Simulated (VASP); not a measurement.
Input of a VASP 6.6.1 run:

The input POSCAR:

```
Ca
1.0
   -2.1280000000      2.1280000000      2.2960000000
    2.1280000000     -2.1280000000      2.2960000000
    2.1280000000      2.1280000000     -2.2960000000
Ca
1
Direct
    0.0000000000      0.0000000000      0.0000000000
```

Contents of INCAR.step1:

```
ALGO = Normal
EDIFF = 1E-5
ENCUT = 550
GGA = PE
GGA_COMPAT = False
ISMEAR = 0
LASPH = True
LCHARG = False
LREAL = False
LWAVE = True
NBANDS = 11
NELM = 120
PREC = Accurate
SIGMA = 0.15
```

The input INCAR.step2:

```
ALGO = Normal
EDIFF = 1E-6
ENCUT = 550
GGA_COMPAT = False
ISIF = 2
ISMEAR = 0
ISTART = 1
LASPH = True
LCHARG = True
LELF = True
LMIXTAU = True
LREAL = False
LVHAR = True
LWAVE = False
METAGGA = R2SCAN
NBANDS = 11
NELM = 120
PREC = Accurate
SIGMA = 0.15
```

KPOINTS

```
k-points
0
Gamma
  16 16 16
```

Potentials or basis: VASP PAW PBE potentials, release 64 (Ca_sv).

Run with:

```bash
$ cat potpaw_PBE.64/Ca_sv/POTCAR > POTCAR
$ cp INCAR.step1 INCAR
$ mpirun -np 1 vasp_std > vasp.out
$ cp INCAR.step2 INCAR
$ mpirun -np 1 vasp_std > vasp.out
```

What does it give for the band gap on the k mesh?

Zero (bands 5 and 6 overlap by 0.54 eV).

What does it give for the pressure?

0.8 GPa.

Stress tensor (GPa, compression positive):
```
0.71 0.00 0.00
0.00 0.71 0.00
0.00 0.00 0.93
```

Caveat: the cell differs from its parent crystal (strain -0.050 along x and y, +0.025 along z); the PAW data sets were made with another functional, which shifts forces and pressure a little.
